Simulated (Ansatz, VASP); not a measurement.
AlRu in VASP and in Ansatz

The input INCAR:

```
  ALGO = Fast
  EDIFF = 1E-7
  ENCUT = 520
  GGA = PS
  ISIF = 2
  ISMEAR = 0
  LASPH = T
  LCHARG = F
  LREAL = F
  LWAVE = F
  NBANDS = 25
  NELM = 80
  PREC = Accurate
  SIGMA = 0.15
```

Contents of KPOINTS:

```
k-points
0
Gamma
  16 16 8
```

File POSCAR:

```
AlRu
1.0
    2.9763250904      0.0000000000      0.0000000000
    0.0000000000      2.9763250904      0.0000000000
    0.0000000000      0.0000000000      5.9526501809
Al Ru
2 2
Direct
    0.0000000000      0.0000000000     -0.0049053781
    0.0000000000      0.0000000000      0.5049053781
    0.4948258340      0.5000000000      0.2500000000
    0.5051741660      0.5000000000      0.7500000000
```

Input for Ansatz:

```yaml
crystal:
  lattice:
    - [2.9763250904, 0.0, 0.0]
    - [0.0, 2.9763250904, 0.0]
    - [0.0, 0.0, 5.9526501809]
  atoms:
    - { symbol: Al, position: [0.0, 0.0, -0.0049053781] }
    - { symbol: Al, position: [0.0, 0.0, 0.5049053781] }
    - { symbol: Ru, position: [0.494825834, 0.5, 0.25] }
    - { symbol: Ru, position: [0.505174166, 0.5, 0.75] }
basis:
  ecutwfc: 420
kpoints:
  mp_grid: { grid: [16, 16, 8] }
hamiltonian:
  xc: pbesol
  pseudopotentials: { kind: paw, azcp: { folder: soft_1 } }
scf:
  occupations: { method: gaussian, width: 0.15 }
output:
  forces: true
  stress: true
  eigenvalues: true
  write_density: true
  write_potential: true
  elf: true
  volumetric_format: npy
```

Change from the starting cell: mode 4 frozen in at -0.015 Å and mode 12 at -0.029 Å (largest displacements).

Alike in both runs: task single point; functional PBEsol; k mesh 16 × 16 × 8; occupations gaussian, width 0.15 eV; no spin polarisation.

|  | VASP | Ansatz |
| --- | --- | --- |
| version | VASP 6.6.1 | Ansatz 0.2.0 |
| potentials or method | VASP PAW PBE potentials, release 64 (Al, Ru_pv), cutoff 520 eV | scalar-relativistic, plane waves, PAW |
| valence electrons in the cell | 34 | 38 |

Ansatz gave:

| Property | Result |
| --- | --- |
| gap on the k mesh at the Fermi level (eV) | none |
| pressure (GPa) | 0.1 |
| rms of the force components (eV/Å) | 0.149 |

**Question.** Estimate VASP's values.

**Answer.** gap on the k mesh at the Fermi level (eV): none; pressure (GPa): 0.2; rms of the force components (eV/Å): 0.150.

VASP's potentials were made for PBE, not for PBEsol, and Ansatz warns of the same on its side. Atom by atom the forces differ by 0.001 eV/Å (rms over components). A gap of «none» marks a metal or a gap that the smearing closes. VASP's potentials hold 34 valence electrons a cell and Ansatz's 38, so a difference there can come from the potentials and not from the codes.
